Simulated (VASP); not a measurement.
Crystal: Li.

```
Li
1.0
    -1.75465    1.75465    1.75465
     1.75465   -1.75465    1.75465
     1.75465    1.75465   -1.75465
Li
1
Direct
  0.00000 0.00000 0.00000
```

* Program: VASP 6.6.1
* Task: relaxation of cell and atoms
* Functional: PBEsol
* Potentials or basis: VASP PAW PBE potentials, release 64 (Li_sv)
* Cutoff: 600 eV
* k mesh: 13 × 13 × 13
* Occupations: fermi-dirac, width 0.1 eV
* Spin: no spin polarisation

At the start: pressure -0.9 GPa; volume 21.61 Å³/atom.

Question: How do energy, volume and symmetry change on relaxing?

Answer: Over 4 steps the energy falls by 4.9 meV/atom and the volume is 19.99 Å³/atom (-7.5 %); space group Im-3m (No. 229, to 0.05 Å).

Step by step:
```tsv
step	energy change (eV)	largest force (eV/Å)	pressure (GPa)	volume (Å³)
1	0.0000	0.0000	-0.91	21.61
2	-0.0020	0.0000	-0.73	21.23
3	-0.0049	0.0000	-0.09	20.13
4	-0.0049	0.0000	0.00	19.99
```

Final structure:
```
Li
1.0
    -1.70961    1.70961    1.70961
     1.70961   -1.70961    1.70961
     1.70961    1.70961   -1.70961
Li
1
Direct
  0.00000 0.00000 0.00000
```

Caveat: the cutoff is under 1.25 times the usual one of these potentials, so pressure, stress and relaxed cells hold a basis-set (Pulay) error; the PAW data sets were made with another functional, which shifts forces and pressure a little.
